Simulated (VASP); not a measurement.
Zr, 3 atoms in the cell. The cell holds a slab with vacuum, 3 atoms: a = 3.049 Å, b = 3.049 Å, c = 21.980 Å, α = 90.00°, β = 90.00°, γ = 109.47°. 

```yaml
Program: VASP 6.6.1
Task: relaxation of the atoms
Functional: PBEsol
Potentials_or_basis: VASP PAW PBE potentials, release 64 (Zr_sv)
Cutoff: 520 eV
k_mesh: 10 × 10 × 1
Occupations: gaussian, width 0.1 eV
Spin: no spin polarisation
Dipole_correction: yes
Atoms_held_fixed_from_0: "[0]"
Further_INCAR_settings: ALGO = Normal; EDIFF = 1e-07; IBRION = 2; EDIFFG = -0.03; NSW = 90
```

Potentials or basis: VASP PAW PBE potentials, release 64 (Zr_sv).

Command:

```bash
$ cat potpaw_PBE.64/Zr_sv/POTCAR > POTCAR
$ mpirun -np 1 vasp_std > vasp.out
```

Hardware: 1 thread of Intel(R) Xeon(R) Platinum 8559C (Emerald Rapids), on a shared host.

Task: How long does it take, and how much memory?

Result: Run time: 12 min on 1 thread of Intel(R) Xeon(R) Platinum 8559C (Emerald Rapids) (shared host), peak memory 0.36 GiB. Counts: scf iterations 134, k points 31, ion steps 8.
